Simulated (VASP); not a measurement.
## LiF: single point with PBEsol

LiF:

```xyz
2
Lattice="0.0000 2.0140 2.0140 2.0140 0.0000 2.0140 2.0140 2.0140 0.0000" Properties=species:S:1:pos:R:3 pbc="T T T"
Li    0.0000   -0.0619   -0.0619
F     2.0140    2.0140    2.0140
```

This cell differs from its parent crystal: all Li atoms moved +0.087 Å, as atom 1 towards its neighbour atom 1 (Li) at 2.848 Å.

```json
{
 "Program": "VASP 6.6.1",
 "Task": "single point",
 "Functional": "PBEsol",
 "Potentials or basis": "VASP PAW PBE potentials, release 64 (Li_sv, F)",
 "Cutoff": "520 eV",
 "k mesh": "10 × 10 × 10",
 "Occupations": "gaussian, width 0.05 eV",
 "Spin": "no spin polarisation"
}
```

```json
{"Largest force": "0.149 eV/Å", "Band gap on the k mesh": "8.90 eV, direct"}
```

Forces on the atoms (eV/Å):
```
Li   0.000  0.105  0.105
F    0.000 -0.105 -0.105
```

Levels at points of the mesh, in eV from the valence-band top:
| k point | band 2 | band 3 | band 4 | band 5 | band 6 | band 7 | band 8 | band 9 |
| --- | --- | --- | --- | --- | --- | --- | --- | --- |
| (0.00, 0.00, 0.00) | -19.87 | -0.01 | 0.00 | 0.00 | 8.90 | 23.40 | 23.42 | 23.84 |
| (0.50, 0.00, 0.00) | -19.43 | -2.56 | -0.25 | -0.23 | 10.59 | 16.52 | 18.77 | 18.78 |
| (0.00, 0.50, 0.00) | -19.43 | -2.56 | -0.24 | -0.24 | 10.58 | 16.48 | 18.77 | 18.87 |
| (0.50, 0.50, 0.00) | -19.16 | -3.06 | -1.02 | -1.01 | 14.59 | 16.15 | 17.28 | 20.13 |
| (0.00, 0.50, 0.50) | -19.16 | -3.06 | -1.03 | -1.00 | 14.63 | 16.11 | 17.16 | 20.11 |

Wall time 17 s on 1 thread of Intel Xeon 6975P-C, with other jobs on the host, peak memory 0.15 GiB.

Caveat: the cell differs from its parent crystal (all Li atoms moved +0.087 Å, as atom 1 towards its neighbour atom 1 (Li) at 2.848 Å); the PAW data sets were made with another functional, which shifts forces and pressure a little. A k mesh can miss the band edges.
